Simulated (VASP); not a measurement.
# Si2Mo (I4/mmm) in VASP: single point with PBE

Aim: the single point of Si2Mo with PBE.

Program: VASP 6.6.1. These are calculated values, not measurements. Logs are shortened: lines on timing, memory, paths and dates and some standing lists are left out, and cuts for length are marked.

## Step 1: The cell of the first run

The structure is tetragonal, space group I4/mmm (No. 139). The conventional cell has a = 3.217 Å, b = 3.217 Å, c = 7.873 Å, α = 90.00°, β = 90.00°, γ = 90.00°. Si (site symmetry 4mm) has 9 Si at 2.60 to 3.22 Å and 5 Mo at 2.62 to 2.64 Å within 3.4 Å. Mo (site symmetry 4/mmm) has 10 Si at 2.62 to 2.64 Å and 4 Mo at 3.22 Å within 3.5 Å.

## Step 2: Single point, PBE

POSCAR reads:

```
Si2Mo
1.0
   -1.6084236834      1.6084236834      3.9365100041
    1.6084236834     -1.6084236834      3.9365100041
    1.6084236834      1.6084236834     -3.9365100041
Si Mo
2 1
Direct
    0.3350991393      0.3350991393      0.0000000000
    0.6649008607      0.6649008607      0.0000000000
    0.0000000000      0.0000000000      0.0000000000
```

INCAR.step1 reads:

```
SYSTEM = Si2Mo
PREC = Accurate
ENCUT = 520
EDIFF = 1E-7
ISMEAR = 0
SIGMA = 0.1
LREAL = .False.
LASPH = .True.
NELM = 100
ALGO = Normal
ISIF = 2
LWAVE = .False.
LCHARG = .True.
LMAXMIX = 4
GGA = PE
NBANDS = 18
```

KPOINTS.step1 reads:

```
Automatic mesh
0
Gamma
  18 18 18
  0 0 0
```

INCAR.step2 reads:

```
SYSTEM = Si2Mo
PREC = Accurate
ENCUT = 520
EDIFF = 1E-7
ISMEAR = -5
SIGMA = 0.1
LREAL = .False.
LASPH = .True.
NELM = 100
ALGO = Normal
ISIF = 2
LWAVE = .False.
LCHARG = .False.
LMAXMIX = 4
GGA = PE
LORBIT = 11
NEDOS = 1001
ICHARG = 11
```

KPOINTS.step2 reads:

```
Automatic mesh
0
Gamma
  27 27 27
  0 0 0
```

Potentials or basis: VASP PAW PBE potentials, release 64 (Si, Mo_sv).

Command:

```sh
cat potpaw_PBE.64/Si/POTCAR potpaw_PBE.64/Mo_sv/POTCAR > POTCAR
cp INCAR.step1 INCAR
cp KPOINTS.step1 KPOINTS
mpirun -np 1 vasp_std > vasp.out
cp INCAR.step2 INCAR
cp KPOINTS.step2 KPOINTS
mpirun -np 1 vasp_std > vasp.out
```

OUTCAR:

```text
SYSTEM = Si2Mo
   PREC = Accurate
   ENCUT = 520
   EDIFF = 1E-7
   ISMEAR = -5
   LREAL = .False.
   LASPH = .True.
   NELM = 100
   ISIF = 2
   GGA = PE
   LORBIT = 11
   ICHARG = 11

 ion  position               nearest neighbor table
   1  0.335  0.335  0.000-   2 2.60   3 2.62   3 2.62   3 2.62   3 2.62   3 2.64   2 2.64   2 2.64
                             2 2.64   2 2.64
   2  0.665  0.665  0.000-   1 2.60   3 2.62   3 2.62   3 2.62   3 2.62   3 2.64   1 2.64   1 2.64
                             1 2.64   1 2.64
   3  0.000  0.000  0.000-   2 2.62   2 2.62   2 2.62   1 2.62   2 2.62   1 2.62   1 2.62   1 2.62
                             1 2.64   2 2.64

  LATTYP: Found a body centered tetragonal cell.
 ALAT       =     3.2168473668
 C/A-ratio  =     2.4474334995

  Lattice vectors:

 A1 = (  -1.6084236834,   1.6084236834,   3.9365100041)
 A2 = (   1.6084236834,  -1.6084236834,   3.9365100041)
 A3 = (   1.6084236834,   1.6084236834,  -3.9365100041)

Analysis of symmetry for initial positions (statically):
=====================================================================
 Subroutine PRICEL returns:
 Original cell was already a primitive cell.

 Routine SETGRP: Setting up the symmetry group for a
 body centered tetragonal supercell.

 Subroutine GETGRP returns: Found 16 space group operations
 (whereof 16 operations were pure point group operations)
 out of a pool of 16 trial point group operations.

The static configuration has the point symmetry D_4h.

Analysis of symmetry for dynamics (positions and initial velocities):
=====================================================================
 Subroutine PRICEL returns:
 Original cell was already a primitive cell.

 Routine SETGRP: Setting up the symmetry group for a
 body centered tetragonal supercell.

 Subroutine GETGRP returns: Found 16 space group operations
 (whereof 16 operations were pure point group operations)
 out of a pool of 16 trial point group operations.

The dynamic configuration has the point symmetry D_4h.

 Subroutine INISYM returns: Found 16 space group operations
 (whereof 16 operations are pure point group operations),
 and found     1 'primitive' translations

----------------------------------------------------------------------------------------

                                     Primitive cell

  volume of cell :      40.7354

  direct lattice vectors                    reciprocal lattice vectors
    -1.608423683  1.608423683  3.936510004     0.000000000  0.310863366  0.127016062
     1.608423683 -1.608423683  3.936510004     0.310863366  0.000000000  0.127016062
     1.608423683  1.608423683 -3.936510004     0.310863366  0.310863366  0.000000000

  length of vectors
     4.546445260  4.546445260  4.546445260     0.335811126  0.335811126  0.439627188

  position of ions in fractional coordinates (direct lattice)
     0.335099139  0.335099139  0.000000000
     0.664900861  0.664900861  0.000000000
     0.000000000  0.000000000  0.000000000

  ion indices of the primitive-cell ions
   primitive index   ion index
                 1           1
                 2           2
                 3           3

----------------------------------------------------------------------------------------

 KPOINTS: Automatic mesh

Automatic generation of k-mesh.
 Grid dimensions read from file:
 generate k-points for:   27   27   27

 Generating k-lattice:

  Cartesian coordinates                     Fractional coordinates (reciprocal lattice)
     0.000000000  0.011513458  0.004704299     0.037037037  0.000000000  0.000000000
     0.011513458  0.000000000  0.004704299     0.000000000  0.037037037  0.000000000
     0.011513458  0.011513458  0.000000000     0.000000000  0.000000000  0.037037037

  Length of vectors
     0.012437449  0.012437449  0.016282488

  Shift w.r.t. Gamma in fractional coordinates (k-lattice)
     0.000000000  0.000000000  0.000000000

 TETIRR: Found  24933 inequivalent tetrahedra from   118098

 Subroutine IBZKPT returns following result:
 ===========================================

 Found   1470 irreducible k-points:

 Following reciprocal coordinates:
            Coordinates               Weight
  0.000000  0.000000  0.000000      1.000000
  0.037037  0.000000  0.000000      8.000000
  0.074074  0.000000  0.000000      8.000000
  0.111111  0.000000  0.000000      8.000000
  0.148148  0.000000  0.000000      8.000000
  0.185185  0.000000  0.000000      8.000000
[... 16 lines left out ...]
  0.333333  0.037037  0.000000     16.000000
  0.370370  0.037037  0.000000     16.000000
 [... further k-points ...]
   k-points           NKPTS =   1470   k-points in BZ     NKDIM =   1470   number of bands    NBANDS=     15
   number of dos      NEDOS =   1001   number of ions     NIONS =      3
   total plane-waves  NPLWV =  46656
   dimension x,y,z NGX =    36 NGY =   36 NGZ =   36
   dimension x,y,z NGXF=    72 NGYF=   72 NGZF=   72
   ions per type =               2   1
   NGX,Y,Z   is equivalent  to a cutoff of  13.16, 13.16, 13.16 a.u.
   NGXF,Y,Z  is equivalent  to a cutoff of  26.33, 26.33, 26.33 a.u.
 SYSTEM =  Si2Mo
   PREC   = accura    normal or accurate (medium, high low for compatibility)
   ISTART =      0    job   : 0-new  1-cont  2-samecut
   ICHARG =     11    charge: 1-file 2-atom 10-const
   ISPIN  =      1    spin polarized calculation?
   LNONCOLLINEAR =      F non collinear calculations
   LSORBIT =      F    spin-orbit coupling
   LASPH  =      T    aspherical Exc in radial PAW
   ENCUT  =  520.0 eV  38.22 Ry    6.18 a.u.   8.45  8.45  8.45*2*pi/ulx,y,z
   NELM   =    100;   NELMIN=  2; NELMDL=  0     # of ELM steps
   EDIFF  = 0.1E-06   stopping-criterion for ELM
   LREAL  =      F    real-space projection
   EDIFFG = 0.1E-05   stopping-criterion for IOM
   NSW    =      0    number of steps for IOM
   IBRION =     -1    ionic relax: 0-MD 1-quasi-New 2-CG
   NFREE  =      0    steps in history (QN), initial steepest desc. (CG)
   ISIF   =      2    stress and relaxation
   ISYM   =      2    0-nonsym 1-usesym 2-fastsym
   POTIM  = 0.5000    time-step for ionic-motion
   TEBEG  =    0.0;   TEEND  =   0.0 temperature during run
   PSTRESS=    0.0 pullay stress
   NELECT =      22.0000    total number of electrons
   NUPDOWN=      -1.0000    fix difference up-down
   EMIN   =  10.00;   EMAX   =-10.00  energy-range for DOS
   EFERMI =   0.00;   METHOD = LEGACY
   ISMEAR =    -5;   SIGMA  =   0.10  broadening in eV -4-tet -1-fermi 0-gaus
   EFERMI_NEDOS =   21; number of points for ismear=-14 and -15
   IALGO  =     38    algorithm
   IMIX   =      4    mixing-type and parameters
     AMIX     =   0.40;   BMIX     =  1.00
     AMIX_MAG =   1.60;   BMIX_MAG =  1.00
  volume/ion in A,a.u.               =      13.58        91.63
  Fermi-wavevector in a.u.,A,eV,Ry     =   1.333189  2.519361 24.182889  1.777392
  Thomas-Fermi vector in A             =   2.462066
   LORBIT       =     11    0 simple, 1 ext, 2 COOP (PROOUT), +10 PAW based schemes
   GGA     = PE    functional components
   LHFCALC =     F    Hartree Fock is set to
   AEXX    =    0.0000 exact exchange contribution
   IVDW    =     0    specifies the selected vdW correction
   LEPSILON=     F    determine dielectric tensor
   LRPA    =     F    only Hartree local field effects (RPA)
 non-spin polarized calculation
 Fermi weights with tetrahedron method with Bloechl corrections
  energy-cutoff  :      520.00
  volume of cell :       40.74
 maximum number of plane-waves:      1134
 NGX is ok and might be reduce to    36

 number of electron      22.0000000 magnetization

 Free energy of the ion-electron system (eV)
  ---------------------------------------------------
  ext. energy  EPLUGINS =         0.00000000
  ---------------------------------------------------
  free energy    TOTEN  =       -23.26153621 eV

  energy without entropy =      -23.26153621  energy(sigma->0) =      -23.26153621

 E-fermi :  12.0654     XC(G=0): -12.3692

 val. band max:       12.0755483498   @ k =  -0.1852  -0.2222   0.1481
 cond. band min:      12.0522768249   @ k =  -0.4815  -0.4815   0.2963
 fundamental gap:     -0.0232715249
 Fermi energy:        12.0653871210

 k-point     1 :       0.0000    0.0000    0.0000
  band No.  band energies     occupation
      1     -48.6636      2.00000
      2     -22.8047      2.00000
      3     -22.7381      2.00000
      4     -22.7381      2.00000
      5      -1.2493      2.00000
      6       5.7649      2.00000
      7       8.6501      2.00000
      8       9.0828      2.00000
      9       9.4883      2.00000
     10       9.4883      2.00000
     11      12.4296      0.00000
     12      15.1443      0.00000
     13      15.3172      0.00000
     14      15.5430      0.00000
     15      15.5430      0.00000

 k-point     2 :       0.0370    0.0000    0.0000
  band No.  band energies     occupation
      1     -48.6634      2.00000
      2     -22.8045      2.00000
      3     -22.7414      2.00000
      4     -22.7378      2.00000
      5      -1.2245      2.00000
      6       5.7661      2.00000
      7       8.5498      2.00000
      8       9.0857      2.00000
      9       9.5049      2.00000
     10       9.5475      2.00000
     11      12.3469     -0.04947
     12      15.0157      0.00000
     13      15.3592      0.00000
     14      15.4010      0.00000
     15      15.6323      0.00000
[... 365 lines left out ...]
      3     -22.7910      2.00000
      4     -22.7241      2.00000
      5       0.6959      2.00000
      6       4.5583      2.00000
      7       6.9709      2.00000
      8       8.2802      2.00000
      9       9.7999      2.00000
     10       9.9113      2.00000
     11      10.9387      2.00000
     12      13.6925      0.00000
     13      14.7162      0.00000
     14      15.6788      0.00000
     15      16.5063      0.00000

 k-point    24 :       0.3704    0.0370    0.0000
  band No.  band energies     occupation
      1     -48.6488      2.00000
      2     -22.9425      2.00000
      3     -22.7891      2.00000
      4     -22.7220      2.00000
      5       1.0989      2.00000
      6       4.1595      2.00000
      7       6.9575      2.00000
      8       8.0882      2.00000
      9       9.7103      2.00000
     10       9.7985      2.00000
     11      11.1279      2.00000
     12      13.8473      0.00000
     13      14.9450      0.00000
     14      15.5816      0.00000
     15      16.5090      0.00000

 [... further k-points ...]

------------------------ aborting loop because EDIFF is reached ----------------------------------------

  FORCE on cell =-STRESS in cart. coord.  units (eV):
  Direction    XX          YY          ZZ          XY          YZ          ZX
  --------------------------------------------------------------------------------------
  -------------------------------------------------------------------------------------
  Total        0.0556316      0.0556316      0.0643496      0.0000000      0.0000000      0.0000000
  in kB        2.1880651      2.1880651      2.5309544      0.0000000      0.0000000      0.0000000
  external PRESSURE =       2.3023615 kB  Pullay stress =       0.0000000 kB

 VOLUME and BASIS-vectors are now :
 -----------------------------------------------------------------------------
  energy-cutoff  :      520.00
  volume of cell :       40.74
      direct lattice vectors                 reciprocal lattice vectors
    -1.608423683  1.608423683  3.936510004     0.000000000  0.310863366  0.127016062
     1.608423683 -1.608423683  3.936510004     0.310863366  0.000000000  0.127016062
     1.608423683  1.608423683 -3.936510004     0.310863366  0.310863366  0.000000000

 POSITION                                       TOTAL-FORCE (eV/Angst)
 -----------------------------------------------------------------------------------
      0.00000      0.00000      2.63824         0.000000      0.000000      0.004509
      0.00000      0.00000      5.23478        -0.000000     -0.000000     -0.004509
      0.00000      0.00000      0.00000        -0.000000     -0.000000     -0.000000
 -----------------------------------------------------------------------------------
    total drift:                               -0.000000      0.000000      0.000000

  FREE ENERGIE OF THE ION-ELECTRON SYSTEM (eV)
  ---------------------------------------------------
  free  energy   TOTEN  =       -23.2615362142 eV

  energy  without entropy=      -23.2615362142  energy(sigma->0) =      -23.26153621

 total charge

# of ion       s       p       d       tot
------------------------------------------
    1        0.741   0.869   0.000   1.611
    2        0.741   0.869   0.000   1.611
    3        2.281   6.202   4.163  12.646
--------------------------------------------------
tot          3.764   7.940   4.163  15.867
```

Run time: 7.8 min. Hardware: 1 thread of Intel Xeon 6975P-C (Granite Rapids), shared host; peak memory 0.97 GiB.

What came out:

- Valence electrons inside the program's atomic spheres: Si 1.61; Mo 12.65

Levels at points of the mesh, in eV from the Fermi level:
```tsv
k point	band 7	band 8	band 9	band 10	band 11	band 12	band 13	band 14	band 15
(0.00, 0.00, 0.00)	-3.42	-2.98	-2.58	-2.58	0.36	3.08	3.25	3.48	3.48
```

Caveat: tetrahedron occupations give inexact forces and stress in metals.
